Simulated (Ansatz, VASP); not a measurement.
**SnO2 in VASP and in Ansatz**

File INCAR:

```
ALGO     = Normal         # electronic algorithm
EDIFF    = 1E-6           # SCF threshold, eV
ENCUT    = 520            # plane-wave cutoff, eV
GGA      = PE             # functional
ISIF     = 2              # what is computed and relaxed
ISMEAR   = 0              # smearing method
IVDW     = 12             # dispersion correction
LASPH    = T              # aspherical terms in the spheres
LCHARG   = F              # write CHGCAR
LREAL    = F              # projectors in reciprocal space
LWAVE    = F              # write WAVECAR
NBANDS   = 35             # bands
NELM     = 80             # most SCF steps
PREC     = Accurate       # precision mode
SIGMA    = 0.05           # smearing width, eV
```

Contents of KPOINTS:

```
k-points
0
Gamma
  12 12 4
```

The input POSCAR:

```
SnO2
1.0
    3.2112908149      0.0000000000      0.0000000000
   -1.6056454074      2.7810594246      0.0000000000
    0.0000000000      0.0000000000     10.3366770592
Sn O
2 4
Direct
    0.0000000000      0.0000000000      0.5000000000
    0.0000000000      0.0000000000      0.0000000000
    0.6666666667      0.3333333333      0.4018520904
    0.6666666667      0.3333333333      0.0981479096
    0.3333333333      0.6666666667      0.5981479096
    0.3333333333      0.6666666667      0.9018520904
```

Input for Ansatz:

```yaml
crystal:
  lattice:
    - [3.2112908149, 0.0, 0.0]
    - [-1.6056454074, 2.7810594246, 0.0]
    - [0.0, 0.0, 10.3366770592]
  atoms:
    - { symbol: Sn, position: [0.0, 0.0, 0.5] }
    - { symbol: Sn, position: [0.0, 0.0, 0.0] }
    - { symbol: O, position: [0.6666666667, 0.3333333333, 0.4018520904] }
    - { symbol: O, position: [0.6666666667, 0.3333333333, 0.0981479096] }
    - { symbol: O, position: [0.3333333333, 0.6666666667, 0.5981479096] }
    - { symbol: O, position: [0.3333333333, 0.6666666667, 0.9018520904] }
basis:
  ecutwfc: 520.0
kpoints:
  mp_grid: { grid: [12, 12, 4] }
hamiltonian:
  xc: pbe
  pseudopotentials: { kind: paw, azcp: { folder: soft_1 } }
  dispersion: d3bj
scf:
  occupations: { method: gaussian, width: 0.05 }
output:
  forces: true
  stress: true
  eigenvalues: true
  write_density: true
  write_potential: true
  elf: true
  volumetric_format: npy
```

Alike in both runs: task single point; functional PBE; dispersion D3(BJ); k mesh 12 × 12 × 4; occupations gaussian, width 0.05 eV; no spin polarisation.

|  | VASP | Ansatz |
| --- | --- | --- |
| version | VASP 6.6.1 | Ansatz 0.2.0 |
| potentials or method | VASP PAW PBE potentials, release 64 (Sn_d, O), cutoff 520 eV | scalar-relativistic, plane waves, PAW |
| valence electrons in the cell | 52 | 52 |

Ansatz gave:

* gap on the k mesh at the Fermi level (eV): 2.08
* least direct gap on the mesh (eV): 2.45
* pressure (GPa): 0.0
* traceless stress, the component that is largest in VASP (GPa): 0.00
* rms of the force components (eV/Å): 0.000

Question: Which values does VASP return?

Answer: gap on the k mesh at the Fermi level (eV): 2.06; least direct gap on the mesh (eV): 2.43; pressure (GPa): 0.6; traceless stress, the component that is largest in VASP (GPa): -0.34; rms of the force components (eV/Å): 0.027.

Atom by atom the forces differ by 0.027 eV/Å (rms over components).
